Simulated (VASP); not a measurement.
# GaN (I-4m2) in VASP: further runs

GaN is run at these levels: r2SCAN; tasks: single point.

All numbers are computed with VASP 6.6.1; they aren't measurements. Logs are shortened: lines on timing, memory, paths and dates and some standing lists are left out, and cuts for length are marked.

### Step 1. The cell of the first run

It takes space group I-4m2 (No. 119, tetragonal). Conventional cell: a = 3.028 Å, b = 3.028 Å, c = 4.507 Å, α = 90.00°, β = 90.00°, γ = 90.00°. Within 2.5 Å of Ga (site symmetry -4m2) lie 4 N at 1.89 Å. Within 2.5 Å of N (site symmetry -4m2) lie 4 Ga at 1.89 Å.

### Step 2. Single point, r2SCAN (strain -0.050 along x and y, +0.000 along z)

Input file POSCAR:

```
GaN
1.0
    0.0000000000      2.1408255771      2.2535006075
    2.1408255771      0.0000000000      2.2535006075
    2.1408255771      2.1408255771      0.0000000000
Ga N
1 1
Direct
    0.0000000000      0.0000000000      0.0000000000
    0.7500000000      0.7500000000      0.7500000000
```

Input file INCAR.step1:

```
ALGO     = Normal         # electronic algorithm
EDIFF    = 1E-4           # SCF threshold, eV
ENCUT    = 520            # plane-wave cutoff, eV
GGA      = PE             # functional
ISMEAR   = 0              # smearing method
LASPH    = True           # aspherical terms in the spheres
LCHARG   = False          # write CHGCAR
LREAL    = False          # projectors in reciprocal space
LWAVE    = True           # write WAVECAR
NBANDS   = 16             # bands
NELM     = 60             # most SCF steps
PREC     = Accurate       # precision mode
SIGMA    = 0.05           # smearing width, eV
```

Input file INCAR.step2:

```
ALGO     = Normal         # electronic algorithm
EDIFF    = 1E-6           # SCF threshold, eV
ENCUT    = 520            # plane-wave cutoff, eV
ISIF     = 2              # what is computed and relaxed
ISMEAR   = 0              # smearing method
ISTART   = 1            
LASPH    = True           # aspherical terms in the spheres
LCHARG   = False          # write CHGCAR
LMIXTAU  = True         
LREAL    = False          # projectors in reciprocal space
LWAVE    = False          # write WAVECAR
METAGGA  = R2SCAN         # meta-GGA
NBANDS   = 16             # bands
NELM     = 60             # most SCF steps
PREC     = Accurate       # precision mode
SIGMA    = 0.05           # smearing width, eV
```

Input file KPOINTS:

```
k-points
0
Gamma
  10 10 10
```

Potentials or basis: VASP PAW PBE potentials, release 64 (Ga_d, N).

Run with:

```
> cat potpaw_PBE.64/Ga_d/POTCAR potpaw_PBE.64/N/POTCAR > POTCAR
> cp INCAR.step1 INCAR
> mpirun -np 1 vasp_std > vasp.out
> cp INCAR.step2 INCAR
> mpirun -np 1 vasp_std > vasp.out
```

OUTCAR:

```text
EDIFF = 1E-6
   ENCUT = 520
   ISIF = 2
   ISMEAR = 0
   ISTART = 1
   LASPH = True
   LREAL = False
   METAGGA = R2SCAN
   NELM = 60
   PREC = Accurate

 ion  position               nearest neighbor table
   1  0.000  0.000  0.000-   2 1.89   2 1.89   2 1.89   2 1.89
   2  0.750  0.750  0.750-   1 1.89   1 1.89   1 1.89   1 1.89

  LATTYP: Found a body centered tetragonal cell.
 ALAT       =     3.0275845658
 C/A-ratio  =     1.4886458551

  Lattice vectors:

 A1 = (  -2.1408255771,   0.0000000000,   2.2535006075)
 A2 = (   2.1408255771,   0.0000000000,   2.2535006075)
 A3 = (   0.0000000000,   2.1408255771,  -2.2535006075)

Analysis of symmetry for initial positions (statically):
=====================================================================
 Subroutine PRICEL returns:
 Original cell was already a primitive cell.

 Routine SETGRP: Setting up the symmetry group for a
 body centered tetragonal supercell.

 Subroutine GETGRP returns: Found  8 space group operations
 (whereof  8 operations were pure point group operations)
 out of a pool of 16 trial point group operations.

The static configuration has the point symmetry D_2d.

Analysis of symmetry for dynamics (positions and initial velocities):
=====================================================================
 Subroutine PRICEL returns:
 Original cell was already a primitive cell.

 Routine SETGRP: Setting up the symmetry group for a
 body centered tetragonal supercell.

 Subroutine GETGRP returns: Found  8 space group operations
 (whereof  8 operations were pure point group operations)
 out of a pool of 16 trial point group operations.

The dynamic configuration has the point symmetry D_2d.

 Subroutine INISYM returns: Found  8 space group operations
 (whereof  8 operations are pure point group operations),
 and found     1 'primitive' translations

----------------------------------------------------------------------------------------

                                     Primitive cell

  volume of cell :      20.6562

  direct lattice vectors                    reciprocal lattice vectors
     0.000000000  2.140825577  2.253500607    -0.233554758  0.233554758  0.221877020
     2.140825577  0.000000000  2.253500607     0.233554758 -0.233554758  0.221877020
     2.140825577  2.140825577  0.000000000     0.233554758  0.233554758 -0.221877020

  length of vectors
     3.108279128  3.108279128  3.027584566     0.397900820  0.397900820  0.397900820

  position of ions in fractional coordinates (direct lattice)
     0.000000000  0.000000000  0.000000000
     0.750000000  0.750000000  0.750000000

  ion indices of the primitive-cell ions
   primitive index   ion index
                 1           1
                 2           2

----------------------------------------------------------------------------------------

 KPOINTS: k-points

Automatic generation of k-mesh.
 Grid dimensions read from file:
 generate k-points for:   10   10   10

 Generating k-lattice:

  Cartesian coordinates                     Fractional coordinates (reciprocal lattice)
    -0.023355476  0.023355476  0.022187702     0.100000000 -0.000000000  0.000000000
     0.023355476 -0.023355476  0.022187702    -0.000000000  0.100000000  0.000000000
     0.023355476  0.023355476 -0.022187702     0.000000000  0.000000000  0.100000000

  Length of vectors
     0.039790082  0.039790082  0.039790082

  Shift w.r.t. Gamma in fractional coordinates (k-lattice)
     0.000000000  0.000000000  0.000000000

 Subroutine IBZKPT returns following result:
 ===========================================

 Found    102 irreducible k-points:

 Following reciprocal coordinates:
            Coordinates               Weight
  0.000000  0.000000  0.000000      1.000000
  0.100000 -0.000000  0.000000      8.000000
  0.200000 -0.000000  0.000000      8.000000
  0.300000  0.000000  0.000000      8.000000
  0.400000 -0.000000  0.000000      8.000000
  0.500000 -0.000000  0.000000      4.000000
[... 16 lines left out ...]
  0.300000  0.300000  0.000000      2.000000
  0.400000  0.300000  0.000000      8.000000
 [... further k-points ...]
   k-points           NKPTS =    102   k-points in BZ     NKDIM =    102   number of bands    NBANDS=     16
   number of dos      NEDOS =    301   number of ions     NIONS =      2
   total plane-waves  NPLWV =  13824
   dimension x,y,z NGX =    24 NGY =   24 NGZ =   24
   dimension x,y,z NGXF=    48 NGYF=   48 NGZF=   48
   ions per type =               1   1
   NGX,Y,Z   is equivalent  to a cutoff of  12.84, 12.84, 13.18 a.u.
   NGXF,Y,Z  is equivalent  to a cutoff of  25.67, 25.67, 26.36 a.u.
 SYSTEM =  unknown system
   PREC   = accura    normal or accurate (medium, high low for compatibility)
   ISTART =      1    job   : 0-new  1-cont  2-samecut
   ICHARG =      0    charge: 1-file 2-atom 10-const
   ISPIN  =      1    spin polarized calculation?
   LNONCOLLINEAR =      F non collinear calculations
   LSORBIT =      F    spin-orbit coupling
   LASPH  =      T    aspherical Exc in radial PAW
   ENCUT  =  520.0 eV  38.22 Ry    6.18 a.u.   5.78  5.78  5.63*2*pi/ulx,y,z
   NELM   =     60;   NELMIN=  2; NELMDL=  0     # of ELM steps
   EDIFF  = 0.1E-05   stopping-criterion for ELM
   LREAL  =      F    real-space projection
   EDIFFG = 0.1E-04   stopping-criterion for IOM
   NSW    =      0    number of steps for IOM
   IBRION =     -1    ionic relax: 0-MD 1-quasi-New 2-CG
   NFREE  =      0    steps in history (QN), initial steepest desc. (CG)
   ISIF   =      2    stress and relaxation
   ISYM   =      2    0-nonsym 1-usesym 2-fastsym
   POTIM  = 0.5000    time-step for ionic-motion
   TEBEG  =    0.0;   TEEND  =   0.0 temperature during run
   PSTRESS=    0.0 pullay stress
   NELECT =      18.0000    total number of electrons
   NUPDOWN=      -1.0000    fix difference up-down
   EMIN   =  10.00;   EMAX   =-10.00  energy-range for DOS
   EFERMI =   0.00;   METHOD = LEGACY
   ISMEAR =     0;   SIGMA  =   0.05  broadening in eV -4-tet -1-fermi 0-gaus
   EFERMI_NEDOS =   21; number of points for ismear=-14 and -15
   IALGO  =     38    algorithm
   IMIX   =      4    mixing-type and parameters
     AMIX     =   0.40;   BMIX     =  1.00
     AMIX_MAG =   1.60;   BMIX_MAG =  1.00
  volume/ion in A,a.u.               =      10.33        69.70
  Fermi-wavevector in a.u.,A,eV,Ry     =   1.563684  2.954934 33.267698  2.445107
  Thomas-Fermi vector in A             =   2.666419
   LORBIT       =      0    0 simple, 1 ext, 2 COOP (PROOUT), +10 PAW based schemes
   METAGGA = R2SCAN    functional components
   LHFCALC =     F    Hartree Fock is set to
   AEXX    =    0.0000 exact exchange contribution
   IVDW    =     0    specifies the selected vdW correction
   LEPSILON=     F    determine dielectric tensor
   LRPA    =     F    only Hartree local field effects (RPA)
 non-spin polarized calculation
 Gauss-broadening in eV      SIGMA  =   0.05
  energy-cutoff  :      520.00
  volume of cell :       20.66
 maximum number of plane-waves:       576
   NGX = 11   NGY = 11   NGZ = 11

 number of electron      17.9999993 magnetization

 Free energy of the ion-electron system (eV)
  ---------------------------------------------------
  ext. energy  EPLUGINS =         0.00000000
  ---------------------------------------------------
  free energy    TOTEN  =       -21.72377787 eV

  energy without entropy =      -21.72377787  energy(sigma->0) =      -21.72377787

 E-fermi :   6.5477     XC(G=0): -13.2545

 val. band max:        6.2905909227   @ k =   0.0000   0.0000   0.0000
 cond. band min:       8.9952782131   @ k =   0.0000   0.0000   0.0000
 fundamental gap:      2.7046872904
 Fermi energy:         6.5476860563

 k-point     1 :       0.0000    0.0000    0.0000
  band No.  band energies     occupation
      1     -11.4707      2.00000
      2      -7.8089      2.00000
      3      -7.7414      2.00000
      4      -7.7414      2.00000
      5      -7.2968      2.00000
      6      -7.2854      2.00000
[... 8 lines left out ...]
     15      26.1482      0.00000
     16      26.5939      0.00000

 k-point     2 :       0.1000   -0.0000    0.0000
  band No.  band energies     occupation
      1     -11.3374      2.00000
      2      -7.7836      2.00000
      3      -7.7226      2.00000
      4      -7.7136      2.00000
      5      -7.2965      2.00000
      6      -7.2890      2.00000
[... 8 lines left out ...]
     15      25.8947      0.00000
     16      25.9354      0.00000

 k-point     3 :       0.2000   -0.0000    0.0000
  band No.  band energies     occupation
      1     -10.9866      2.00000
      2      -7.7278      2.00000
      3      -7.6777      2.00000
      4      -7.5781      2.00000
      5      -7.2933      2.00000
      6      -7.2881      2.00000
[... 8 lines left out ...]
     15      24.8244      0.00000
     16      24.8968      0.00000

 k-point     4 :       0.3000    0.0000    0.0000
  band No.  band energies     occupation
      1     -10.5691      2.00000
      2      -7.6856      2.00000
      3      -7.6349      2.00000
      4      -7.2843      2.00000
      5      -7.2788      2.00000
      6      -7.1840      2.00000
[... 8 lines left out ...]
     15      25.2146      0.00000
     16      25.3176      0.00000

 k-point     5 :       0.4000   -0.0000    0.0000
  band No.  band energies     occupation
      1     -10.2723      2.00000
      2      -7.6671      2.00000
      3      -7.6139      2.00000
      4      -7.2621      2.00000
      5      -7.2306      2.00000
      6      -6.5526      2.00000
[... 8 lines left out ...]
     15      26.8319      0.00000
     16      27.1457      0.00000

 k-point     6 :       0.5000   -0.0000    0.0000
  band No.  band energies     occupation
      1     -10.1742      2.00000
      2      -7.6632      2.00000
      3      -7.6092      2.00000
      4      -7.2499      2.00000
      5      -7.2124      2.00000
      6      -6.1297      2.00000
[... 8 lines left out ...]
     15      28.1585      0.00000
     16      28.4902      0.00000
[... 267 lines left out ...]
 k-point    21 :      -0.3000    0.2000    0.0000
  band No.  band energies     occupation
      1     -10.1671      2.00000
      2      -7.6448      2.00000
      3      -7.5475      2.00000
      4      -7.3133      2.00000
      5      -7.3061      2.00000
      6      -6.3674      2.00000
[... 8 lines left out ...]
     15      26.1223      0.00000
     16      28.5642      0.00000

 k-point    22 :      -0.2000    0.2000    0.0000
  band No.  band energies     occupation
      1     -10.4230      2.00000
      2      -7.6629      2.00000
      3      -7.5988      2.00000
      4      -7.3604      2.00000
      5      -7.3292      2.00000
      6      -6.9225      2.00000
[... 8 lines left out ...]
     15      25.9765      0.00000
     16      28.6372      0.00000

 k-point    23 :       0.3000    0.3000    0.0000
  band No.  band energies     occupation
      1     -10.3522      2.00000
      2      -7.5701      2.00000
      3      -7.4839      2.00000
      4      -7.4839      2.00000
      5      -7.2299      2.00000
      6      -7.0981      2.00000
[... 8 lines left out ...]
     15      30.8498      0.00000
     16      31.9208      0.00000

 k-point    24 :       0.4000    0.3000    0.0000
  band No.  band energies     occupation
      1     -10.1353      2.00000
      2      -7.5771      2.00000
      3      -7.4376      2.00000
      4      -7.4349      2.00000
      5      -7.2208      2.00000
      6      -6.6803      2.00000
[... 8 lines left out ...]
     15      31.1308      0.00000
     16      31.5324      0.00000

 [... further k-points ...]
[... 5 lines left out ...]
  --------------------------------------------------------------------------------------
  -------------------------------------------------------------------------------------
  Total        3.4481807      3.4481807      2.5602896      0.0000000      0.0000000     -0.0000000
  in kB      267.4547741    267.4547741    198.5863640      0.0000000      0.0000000     -0.0000000
  external PRESSURE =     244.4986374 kB  Pullay stress =       0.0000000 kB

 VOLUME and BASIS-vectors are now :
 -----------------------------------------------------------------------------
  energy-cutoff  :      520.00
  volume of cell :       20.66
      direct lattice vectors                 reciprocal lattice vectors
     0.000000000  2.140825577  2.253500607    -0.233554758  0.233554758  0.221877020
     2.140825577  0.000000000  2.253500607     0.233554758 -0.233554758  0.221877020
     2.140825577  2.140825577  0.000000000     0.233554758  0.233554758 -0.221877020

 POSITION                                       TOTAL-FORCE (eV/Angst)
 -----------------------------------------------------------------------------------
      0.00000      0.00000      0.00000         0.000000      0.000000      0.000000
      3.21124      3.21124      3.38025        -0.000000     -0.000000     -0.000000
 -----------------------------------------------------------------------------------
    total drift:                               -0.000008     -0.000008     -0.000010

  FREE ENERGIE OF THE ION-ELECTRON SYSTEM (eV)
  ---------------------------------------------------
  free  energy   TOTEN  =       -21.7237778667 eV

  energy  without entropy=      -21.7237778667  energy(sigma->0) =      -21.72377787
```

Run time: 4.5 min. Hardware: 1 thread of AMD EPYC 7R13, shared host; peak memory 0.14 GiB.

What came out:

```yaml
Free_energy: -21.7238 eV
Pressure: 24.4 GPa
Band_gap_on_the_k_mesh: 2.70 eV, direct
```

Stress tensor (GPa, compression positive):
```
26.75  0.00  0.00
 0.00 26.75  0.00
 0.00  0.00 19.86
```

Caveat: the cell differs from its parent crystal (strain -0.050 along x and y, +0.000 along z); the PAW data sets were made with another functional, which shifts forces and pressure a little.

(Part 1 of 2 ends here.)
